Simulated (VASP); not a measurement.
Runs of VASP 6.6.1 on Zn. It takes space group P6_3/mmc (No. 194, hexagonal). Conventional cell: a = 2.619 Å, b = 2.619 Å, c = 4.839 Å, α = 90.00°, β = 90.00°, γ = 120.00°. Within 3.5 Å of Zn (site symmetry -6m2) lie 12 Zn at 2.62 to 2.85 Å. 

```tsv
k mesh	smearing	gap on the mesh (eV)	pressure (GPa)
4 × 4 × 2	fermi-dirac 0.1 eV	none	-0.7
8 × 8 × 4	fermi-dirac 0.1 eV	none	0.8
14 × 14 × 7	fermi-dirac 0.03 eV	none	(a)
14 × 14 × 7	fermi-dirac 0.3 eV	none	0.9
11 × 11 × 5	fermi-dirac 0.1 eV	none	(b)
```

Alike in all rows: task single point; level r2SCAN; potentials or basis VASP PAW PBE potentials, release 64 (Zn); no spin polarisation; cell as given; cutoff (eV) 520.

Q: Fill in the values left out.

A: (a) 0.5; (b) 0.7.

Caveats: some runs use coarse meshes; the PAW data sets were made with another functional, which shifts forces and pressure a little.

A gap of «none» marks levels without a gap at the run's occupations.
